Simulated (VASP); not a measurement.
# H4Os (Cmmm) in VASP: notebook

The runs below take H4Os through single point, relaxation of cell and atoms, with PBE.

Everything below comes from runs of VASP 6.6.1. Logs are shortened: lines on timing, memory, paths and dates and some standing lists are left out, and cuts for length are marked.

## 1. The cell of the first run

It takes space group Cmmm (No. 65, orthorhombic). The conventional cell has a = 3.842 Å, b = 5.007 Å, c = 3.052 Å, α = 90.00°, β = 90.00°, γ = 90.00°. H (site symmetry m2m) has 5 H at 1.47 to 1.98 Å and 1 Os at 1.77 Å within 2.0 Å. H (site symmetry 2mm) has 2 Os at 1.77 Å and 6 H at 1.78 to 2.06 Å within 2.3 Å. Os (site symmetry mmm) has 10 H at 1.77 to 2.06 Å within 2.3 Å.

## 2. Single point, PBE

INCAR reads:

```
  ALGO = Normal
  EDIFF = 1E-6
  ENCUT = 520
  GGA = PE
  ISIF = 2
  ISMEAR = 0
  LASPH = T
  LCHARG = F
  LREAL = F
  LWAVE = F
  NBANDS = 14
  NELM = 100
  PREC = Accurate
  SIGMA = 0.1
```

KPOINTS reads:

```
k-points
0
Gamma
  12 12 12
```

POSCAR reads:

```
H4Os
1.0
    1.9210866246     -2.5036933790      0.0000000000
    1.9210866246      2.5036933790      0.0000000000
    0.0000000000      0.0000000000      3.0519310213
H Os
4 1
Direct
    0.6463938605      0.3536061395      0.0000000000
    0.3536061395      0.6463938605      0.0000000000
    0.7679843152      0.7679843152      0.5000000000
    0.2320156848      0.2320156848      0.5000000000
    0.0000000000      0.0000000000      0.0000000000
```

Potentials or basis: VASP PAW PBE potentials, release 64 (H, Os).

Launch:

```console
> cat potpaw_PBE.64/H/POTCAR potpaw_PBE.64/Os/POTCAR > POTCAR
> mpirun -np 1 vasp_std > vasp.out
```

OUTCAR:

```text
EDIFF = 1E-6
   ENCUT = 520
   GGA = PE
   ISIF = 2
   ISMEAR = 0
   LASPH = T
   LREAL = F
   NELM = 100
   PREC = Accurate

 ion  position               nearest neighbor table
   1  0.646  0.354  0.000-   5 1.77   5 2.06   5 2.06
   2  0.354  0.646  0.000-   5 1.77   5 2.06   5 2.06
   3  0.768  0.768  0.500-   5 1.77   5 1.77
   4  0.232  0.232  0.500-   5 1.77   5 1.77
   5  0.000  0.000  0.000-   3 1.77   4 1.77   3 1.77   4 1.77   1 1.77   2 1.77   1 2.06   2 2.06
                             1 2.06   2 2.06

  LATTYP: Found a base centered orthorhombic cell.
 ALAT       =     3.8421732492
 B/A-ratio  =     1.3032693825
 C/A-ratio  =     0.7943241555

  Lattice vectors:

 A1 = (   1.9210866246,  -2.5036933790,   0.0000000000)
 A2 = (   1.9210866246,   2.5036933790,   0.0000000000)
 A3 = (   0.0000000000,   0.0000000000,   3.0519310213)

Analysis of symmetry for initial positions (statically):
=====================================================================
 Subroutine PRICEL returns:
 Original cell was already a primitive cell.

 Routine SETGRP: Setting up the symmetry group for a
 base centered orthorhombic supercell.

 Subroutine GETGRP returns: Found  8 space group operations
 (whereof  8 operations were pure point group operations)
 out of a pool of  8 trial point group operations.

The static configuration has the point symmetry D_2h.

Analysis of symmetry for dynamics (positions and initial velocities):
=====================================================================
 Subroutine PRICEL returns:
 Original cell was already a primitive cell.

 Routine SETGRP: Setting up the symmetry group for a
 base centered orthorhombic supercell.

 Subroutine GETGRP returns: Found  8 space group operations
 (whereof  8 operations were pure point group operations)
 out of a pool of  8 trial point group operations.

The dynamic configuration has the point symmetry D_2h.

 Subroutine INISYM returns: Found  8 space group operations
 (whereof  8 operations are pure point group operations),
 and found     1 'primitive' translations

----------------------------------------------------------------------------------------

                                     Primitive cell

  volume of cell :      29.3584

  direct lattice vectors                    reciprocal lattice vectors
     1.921086625 -2.503693379  0.000000000     0.260269367 -0.199704966  0.000000000
[... 107 lines left out ...]
   ISMEAR =     0;   SIGMA  =   0.10  broadening in eV -4-tet -1-fermi 0-gaus
   EFERMI_NEDOS =   21; number of points for ismear=-14 and -15
   IALGO  =     38    algorithm
   IMIX   =      4    mixing-type and parameters
     AMIX     =   0.40;   BMIX     =  1.00
     AMIX_MAG =   1.60;   BMIX_MAG =  1.00
  volume/ion in A,a.u.               =       5.87        39.62
  Fermi-wavevector in a.u.,A,eV,Ry     =   1.214948  2.295919 20.083537  1.476098
  Thomas-Fermi vector in A             =   2.350351
   LORBIT       =      0    0 simple, 1 ext, 2 COOP (PROOUT), +10 PAW based schemes
   GGA     = PE    functional components
   LHFCALC =     F    Hartree Fock is set to
   AEXX    =    0.0000 exact exchange contribution
   IVDW    =     0    specifies the selected vdW correction
   LEPSILON=     F    determine dielectric tensor
   LRPA    =     F    only Hartree local field effects (RPA)
 non-spin polarized calculation
 Gauss-broadening in eV      SIGMA  =   0.10
  energy-cutoff  :      520.00
  volume of cell :       29.36
 maximum number of plane-waves:       808
   NGX = 11   NGY = 11   NGZ = 11

 number of electron      12.0000002 magnetization

 Free energy of the ion-electron system (eV)
  ---------------------------------------------------
  ext. energy  EPLUGINS =         0.00000000
  ---------------------------------------------------
  free energy    TOTEN  =       -22.60074033 eV

  energy without entropy =      -22.59858604  energy(sigma->0) =      -22.59966319

 E-fermi :   4.9524     XC(G=0): -11.7163

 val. band max:        4.9440865207   @ k =   0.0000   0.0000   0.0000
 cond. band min:       4.9784358543   @ k =   0.5000   0.2500   0.4167
 fundamental gap:      0.0343493337
 Fermi energy:         4.9523654847

 k-point     1 :       0.0000    0.0000    0.0000
  band No.  band energies     occupation
      1      -7.9523      2.00000
      2      -2.9053      2.00000
      3       0.8886      2.00000
      4       3.1031      2.00000
      5       3.8952      2.00000
      6       4.9080      1.46946
      7       4.9441      1.09321
      8       5.8356      0.00000
      9      12.6438      0.00000
     10      12.6445      0.00000
     11      15.9542      0.00000
     12      18.5163      0.00000
     13      20.0211      0.00000
     14      22.3515      0.00000
[... 377 lines left out ...]
      1      -5.5163      2.00000
      2      -2.5650      2.00000
      3      -1.5993      2.00000
      4       2.3577      2.00000
      5       3.0773      2.00000
      6       4.2641      2.00000
      7       5.0564      0.14127
      8       7.6619      0.00000
      9      11.1333      0.00000
     10      13.8856      0.00000
     11      17.0430      0.00000
     12      18.7546      0.00000
     13      19.1888      0.00000
     14      21.3987      0.00000

 [... further k-points ...]

------------------------ aborting loop because EDIFF is reached ----------------------------------------

  FORCE on cell =-STRESS in cart. coord.  units (eV):
  Direction    XX          YY          ZZ          XY          YZ          ZX
  --------------------------------------------------------------------------------------
  -------------------------------------------------------------------------------------
  Total        0.0713839      0.1096390      0.1914429      0.0000000      0.0000000      0.0000000
  in kB        3.8956311      5.9833305     10.4476099      0.0000000      0.0000000      0.0000000
  external PRESSURE =       6.7755238 kB  Pullay stress =       0.0000000 kB

 VOLUME and BASIS-vectors are now :
 -----------------------------------------------------------------------------
  energy-cutoff  :      520.00
  volume of cell :       29.36
      direct lattice vectors                 reciprocal lattice vectors
     1.921086625 -2.503693379  0.000000000     0.260269367 -0.199704966  0.000000000
     1.921086625  2.503693379  0.000000000     0.260269367  0.199704966  0.000000000
     0.000000000  0.000000000  3.051931021     0.000000000  0.000000000  0.327661403

 POSITION                                       TOTAL-FORCE (eV/Angst)
 -----------------------------------------------------------------------------------
      1.92109     -0.73305      0.00000         0.000000      0.030740      0.000000
      1.92109      0.73305      0.00000         0.000000     -0.030740      0.000000
      2.95073      0.00000      1.52597        -0.033560      0.000000      0.000000
      0.89144      0.00000      1.52597         0.033560      0.000000      0.000000
      0.00000      0.00000      0.00000         0.000000      0.000000      0.000000
 -----------------------------------------------------------------------------------
    total drift:                               -0.000000      0.000000      0.000000

  FREE ENERGIE OF THE ION-ELECTRON SYSTEM (eV)
  ---------------------------------------------------
  free  energy   TOTEN  =       -22.6007403318 eV

  energy  without entropy=      -22.5985860398  energy(sigma->0) =      -22.59966319
```

OSZICAR:

```text
N       E                     dE             d eps       ncg     rms          rms(c)
DAV:   1     0.398966377419E+02    0.39897E+02   -0.55753E+03  8668   0.771E+02
DAV:   2    -0.214244730146E+02   -0.61321E+02   -0.53261E+02  9402   0.197E+02
DAV:   3    -0.238725763090E+02   -0.24481E+01   -0.24269E+01 10852   0.355E+01
DAV:   4    -0.238820478213E+02   -0.94715E-02   -0.94698E-02  9274   0.234E+00
DAV:   5    -0.238820826150E+02   -0.34794E-04   -0.34793E-04 11110   0.144E-01    0.224E+01
DAV:   6    -0.226582178253E+02    0.12239E+01   -0.41258E+00 11092   0.132E+01    0.624E+00
DAV:   7    -0.226157028219E+02    0.42515E-01   -0.14835E-01  8770   0.287E+00    0.404E+00
DAV:   8    -0.226014918373E+02    0.14211E-01   -0.20538E-02 10264   0.115E+00    0.158E-01
DAV:   9    -0.226007136776E+02    0.77816E-03   -0.22480E-03  9604   0.357E-01    0.115E-01
DAV:  10    -0.226007368127E+02   -0.23135E-04   -0.21941E-04 10504   0.102E-01    0.168E-02
DAV:  11    -0.226007396775E+02   -0.28648E-05   -0.19027E-05  9634   0.307E-02    0.735E-03
DAV:  12    -0.226007403318E+02   -0.65424E-06   -0.26356E-06  9694   0.130E-02
   1 F= -.22600740E+02 E0= -.22599663E+02  d E =-.215429E-02
```

stdout:

```text
POSCAR found type information on POSCAR H Os
 POSCAR found :  2 types and       5 ions
 scaLAPACK will be used
 LDA part: xc-table for (Slater+PW92), standard interpolation
 POSCAR, INCAR and KPOINTS ok, starting setup
 FFT: planning ... GRIDC
 FFT: planning ... GRID_SOFT
 FFT: planning ... GRID
 WAVECAR not read
 entering main loop
```

Run time: 26 s. Hardware: 1 thread of Intel Xeon 6975P-C (Granite Rapids), shared host; peak memory 0.23 GiB.

Results:

| Property | Result |
| --- | --- |
| Free energy | -22.6007 eV |
| Pressure | 0.7 GPa |
| Largest force | 0.034 eV/Å |
| Band gap on the k mesh | zero (band 6 reaches 5.36 eV, above the bottom of band 7 at 4.19 eV) |

Forces on the atoms (eV/Å):
```
H    0.000  0.031  0.000
H    0.000 -0.031  0.000
H   -0.034  0.000  0.000
H    0.034  0.000  0.000
Os   0.000  0.000  0.000
```

Caveat: spin-orbit coupling is left out, which moves the levels of the heavy elements.

## 3. Relaxation of cell and atoms, PBE

This run uses another cell than the first one, of 5.85 Å³/atom, 0.997 times its volume.

INCAR reads:

```
ALGO = Normal ; EDIFF = 1E-6
EDIFFG = -0.01 ; ENCUT = 600
GGA = PE ; IBRION = 2
ISIF = 3 ; ISMEAR = 0
LASPH = True ; LCHARG = False
LREAL = False ; LWAVE = False
NELM = 100 ; NSW = 100
PREC = Accurate ; SIGMA = 0.1
```

KPOINTS is that of step 2.

POSCAR reads:

```
H4Os
1.0
    1.9145366396     -2.5105523744      0.0000000000
    1.9145366396      2.5105523744      0.0000000000
    0.0000000000      0.0000000000      3.0436425810
H Os
4 1
Direct
    0.6468513005      0.3531486995      0.0000000000
    0.3531486995      0.6468513005      0.0000000000
    0.7648678521      0.7648678521      0.5000000000
    0.2351321479      0.2351321479      0.5000000000
    0.0000000000      0.0000000000      0.0000000000
```

Potentials or basis: VASP PAW PBE potentials, release 64 (H, Os).

Launch:

```console
> cat potpaw_PBE.64/H/POTCAR potpaw_PBE.64/Os/POTCAR > POTCAR
> mpirun -np 1 vasp_std > vasp.out
```

Run time: 92 s. Hardware: 1 thread of Intel Xeon 6975P-C (Granite Rapids), shared host; peak memory 0.26 GiB.

The run converged. Its results:

```yaml
Free_energy: -22.6035 eV
Relaxed_volume: 5.89 Å³/atom
Relaxed_cell: a = 3.160 Å, b = 3.160 Å, c = 3.058 Å, α = 90.00°, β = 90.00°, γ = 105.17°
Space_group_after_relaxing_to_0.05_Å: Cmmm (No. 65)
Energy_gained_by_relaxing: 0.2 meV/atom
Ionic_steps: 6
Pressure_after_relaxing: 0.0 GPa
Largest_force_after_relaxing: 0.008 eV/Å
Band_gap_on_the_k_mesh: zero (band 6 reaches 5.32 eV, above the bottom of band 7 at 4.15 eV)
```

Forces on the atoms (eV/Å):
```
H    0.000  0.008  0.000
H    0.000 -0.008  0.000
H   -0.001  0.000  0.000
H    0.001  0.000  0.000
Os   0.000  0.000  0.000
```

Stress tensor (GPa, compression positive):
```
 0.10  0.00  0.00
 0.00 -0.08  0.00
 0.00  0.00 -0.07
```

Step by step:
| step | energy change (eV) | largest force (eV/Å) | pressure (GPa) | volume (Å³) |
| --- | --- | --- | --- | --- |
| 1 | 0.0000 | 0.0251 | 1.11 | 29.26 |
| 2 | -0.0007 | 0.0500 | -0.11 | 29.43 |
| 3 | -0.0007 | 0.0506 | -0.11 | 29.43 |
| 4 | -0.0010 | 0.0339 | -0.08 | 29.45 |
| 5 | -0.0012 | 0.0046 | -0.02 | 29.47 |
| 6 | -0.0012 | 0.0076 | -0.02 | 29.47 |

Final structure:
```xyz
5
Lattice="1.9199 -2.5096 0.0000 1.9199 2.5096 0.0000 0.0000 0.0000 3.0585" Properties=species:S:1:pos:R:3 pbc="T T T"
H     1.9199   -0.7346    3.0585
H     1.9199    0.7346    0.0000
H     2.9467    0.0000    1.5292
H     0.8930    0.0000    1.5292
Os    0.0000    0.0000    0.0000
```

Levels at points of the mesh, in eV from the Fermi level:
| k point | band 3 | band 4 | band 5 | band 6 | band 7 | band 8 | band 9 | band 10 |
| --- | --- | --- | --- | --- | --- | --- | --- | --- |
| (0.00, 0.00, 0.00) | -4.03 | -1.85 | -1.06 | -0.05 | 0.01 | 0.89 | 7.66 | 7.66 |
| (0.50, 0.00, 0.00) | -6.90 | -2.17 | -2.10 | -0.38 | 0.77 | 0.80 | 6.91 | 9.06 |
| (0.50, 0.50, 0.00) | -4.73 | -2.39 | -1.69 | -1.46 | 0.26 | 1.14 | 6.40 | 8.83 |
| (0.00, 0.00, 0.50) | -5.55 | -3.56 | -1.57 | -1.55 | 1.13 | 1.56 | 9.66 | 9.90 |
| (0.50, 0.00, 0.50) | -6.43 | -4.53 | -2.42 | -1.77 | 0.37 | 2.77 | 5.82 | 8.75 |
| (0.50, 0.50, 0.50) | -4.64 | -4.34 | -3.19 | 0.30 | 0.41 | 4.66 | 5.73 | 6.10 |

Caveat: spin-orbit coupling is left out, which moves the levels of the heavy elements.
